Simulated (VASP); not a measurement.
## Pt: single point with PBEsol

Pt:

```
Pt
1.0
    -1.61509    1.50585    1.56047
     1.61509   -1.50585    1.56047
     1.61509    1.50585   -1.56047
Pt
1
Direct
  0.00000 0.00000 0.00000
```

This cell differs from its parent crystal: strain +0.0350 x Voigt [1, -1, 0, 0, 0, 0].

| Item | Value |
| --- | --- |
| Program | VASP 6.6.1 |
| Task | single point |
| Functional | PBEsol |
| Potentials or basis | VASP PAW PBE potentials, release 64 (Pt) |
| Cutoff | 520 eV |
| k mesh | 26 × 26 × 26 |
| Occupations | gaussian, width 0.15 eV |
| Spin | no spin polarisation |

The pressure is -0.1 GPa. The band gap on the k mesh is zero (bands 5 and 6 overlap by 2.33 eV).

Stress tensor (GPa, compression positive):
```
 2.92  0.00  0.00
 0.00 -3.61  0.00
 0.00  0.00  0.39
```

Levels at points of the mesh, in eV from the Fermi level:
| k point | band 3 | band 4 | band 5 | band 6 | band 7 | band 8 |
| --- | --- | --- | --- | --- | --- | --- |
| (0.00, 0.00, 0.00) | -3.70 | -3.41 | -1.48 | -0.77 | 16.40 | 17.02 |
| (0.50, 0.00, 0.00) | -0.96 | -0.46 | 0.29 | 1.16 | 6.90 | 12.85 |
| (0.00, 0.50, 0.00) | -1.74 | -0.84 | -0.18 | 1.02 | 6.27 | 13.62 |
| (0.50, 0.50, 0.00) | -1.45 | -0.51 | 0.06 | 1.07 | 6.60 | 13.21 |
| (0.50, 0.50, 0.50) | 0.44 | 0.54 | 0.65 | 6.63 | 7.65 | 8.78 |

Wall time 4.3 min on 1 thread of Oxide Virtual Turin-like Processor, with other jobs on the host, peak memory 0.45 GiB.

Caveat: the cell differs from its parent crystal (strain +0.0350 x Voigt [1, -1, 0, 0, 0, 0]); the stress differs along the axes, from -4 to 3 GPa; the PAW data sets were made with another functional, which shifts forces and pressure a little; spin-orbit coupling is left out, which moves the levels of the heavy elements.
